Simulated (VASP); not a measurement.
Set up this calculation in VASP 6.6.1, as the native input.

* Task: single point
* Functional: r2SCAN
* Potentials or basis: VASP PAW PBE potentials, release 64 (Ta_pv, C)
* Cutoff: 520 eV
* k mesh: 10 × 10 × 10
* Occupations: gaussian, width 0.15 eV
* Spin: no spin polarisation
* Dipole correction: no
* Further INCAR settings: ALGO = Normal; EDIFF = 1e-07; NBANDS = 37

Ta4C3:

```xyz
7
Lattice="4.4248 0.0000 0.0000 0.0000 4.4248 0.0000 0.0000 0.0000 4.4248" Properties=species:S:1:pos:R:3 pbc="T T T"
Ta   -0.0450    2.2124    2.2124
Ta    2.2249    0.0000    2.2124
Ta    2.2249    2.2124    0.0000
Ta    0.0180    0.0000    0.0000
C     2.2185    0.0000    0.0000
C     0.0117    2.2124    0.0000
C     0.0117    0.0000    2.2124
```

This cell differs from its parent crystal: mode 4 (104.0 1/cm) frozen in, largest displacement +0.045 Å.

The input as run:

POSCAR

```
Ta4C3
1.0
    4.4247933843      0.0000000000      0.0000000000
    0.0000000000      4.4247933843      0.0000000000
    0.0000000000      0.0000000000      4.4247933843
Ta C
4 3
Direct
   -0.0101699664      0.5000000000      0.5000000000
    0.5028318778      0.0000000000      0.5000000000
    0.5028318778      0.5000000000      0.0000000000
    0.0040630554      0.0000000000      0.0000000000
    0.5013705377      0.0000000000      0.0000000000
    0.0026528401      0.5000000000      0.0000000000
    0.0026528401      0.0000000000      0.5000000000
```

INCAR.step1

```
PREC     = Accurate       # precision mode
ENCUT    = 520            # plane-wave cutoff, eV
ISMEAR   = 0              # smearing method
SIGMA    = 0.15           # smearing width, eV
LREAL    = F              # projectors in reciprocal space
LASPH    = T              # aspherical terms in the spheres
NELM     = 60             # most SCF steps
NBANDS   = 37             # bands
GGA      = PE             # functional
ALGO     = Normal         # electronic algorithm
EDIFF    = 1E-4           # SCF threshold, eV
LWAVE    = T              # write WAVECAR
LCHARG   = F              # write CHGCAR
```

INCAR.step2

```
PREC     = Accurate       # precision mode
ENCUT    = 520            # plane-wave cutoff, eV
EDIFF    = 1E-7           # SCF threshold, eV
ISMEAR   = 0              # smearing method
SIGMA    = 0.15           # smearing width, eV
LREAL    = F              # projectors in reciprocal space
LASPH    = T              # aspherical terms in the spheres
NELM     = 60             # most SCF steps
ALGO     = Normal         # electronic algorithm
ISIF     = 2              # what is computed and relaxed
LWAVE    = F              # write WAVECAR
LCHARG   = T              # write CHGCAR
METAGGA  = R2SCAN         # meta-GGA
LMIXTAU  = T            
LELF     = T              # ELF
LVHAR    = T            
NBANDS   = 37             # bands
ISTART   = 1
```

KPOINTS

```
Automatic mesh
0
Gamma
  10 10 10
```

Potentials or basis: VASP PAW PBE potentials, release 64 (Ta_pv, C).

Command:

```console
$ cat potpaw_PBE.64/Ta_pv/POTCAR potpaw_PBE.64/C/POTCAR > POTCAR
$ cp INCAR.step1 INCAR
$ mpirun -np 1 vasp_std > vasp.out
$ cp INCAR.step2 INCAR
$ mpirun -np 1 vasp_std > vasp.out
```

Results of the run:

```json
{"Pressure": "1.2 GPa", "Largest force": "0.315 eV/Å", "Band gap on the k mesh": "zero (band 28 reaches 7.50 eV, above the bottom of band 29 at 6.39 eV)"}
```

Caveat: the cell differs from its parent crystal (mode 4 (104.0 1/cm) frozen in, largest displacement +0.045 Å); the PAW data sets were made with another functional, which shifts forces and pressure a little; spin-orbit coupling is left out, which moves the levels of the heavy elements.

Run time: 19 min on 1 thread of Intel(R) Xeon(R) Platinum 8259CL CPU @ 2.50GHz (Skylake/Cascade Lake), on a shared host, peak memory 0.44 GiB.
